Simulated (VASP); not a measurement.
Wanted: the native input for a VASP 6.6.1 run.

* Task: single point
* Functional: LDA
* Potentials or basis: VASP PAW LDA potentials, release 64 (Se)
* Cutoff: 520 eV
* k mesh: 9 × 9 × 8
* Occupations: gaussian, width 0.02 eV
* Spin: no spin polarisation
* Dipole correction: no
* Further INCAR settings: ALGO = Normal; EDIFF = 1e-07; NBANDS = 16

The structure of Se lies in POSCAR:

```
Se
1.0
    3.9494212658      0.0000000000      0.0000000000
   -1.9747106329      3.4202991464      0.0000000000
    0.0000000000      0.0000000000      5.1178746728
Se
3
Direct
    0.2551593475      0.0000000000      0.3333333333
    0.0000000000      0.2551593475      0.6666666667
    0.7448406525      0.7448406525      0.0000000000
```

These files were run (other wordings do the same):

INCAR

```
SYSTEM = Se
ALGO = Normal
EDIFF = 1E-7
ENCUT = 520
ISIF = 2
ISMEAR = 0
LASPH = .TRUE.
LCHARG = .FALSE.
LREAL = .FALSE.
LWAVE = .FALSE.
NBANDS = 16
NELM = 100
PREC = Accurate
SIGMA = 0.02
```

KPOINTS

```
k-points
0
G
  9 9 8
  0 0 0
```

Potentials or basis: VASP PAW LDA potentials, release 64 (Se).

The run is started by

```console
$ cat potpaw_LDA.64/Se/POTCAR > POTCAR
$ mpirun -np 1 vasp_std > vasp.out
```

Results of the run:

The pressure is 0.2 GPa. The largest force is 0.039 eV/Å. The band gap on the k mesh is 0.28 eV.

Caveat: an odd mesh through Γ misses points on the zone boundary, where band edges can lie.

Wall time 44 s on 1 thread of AMD EPYC 9R14 (Zen 4), on a shared host, peak memory 0.16 GiB.
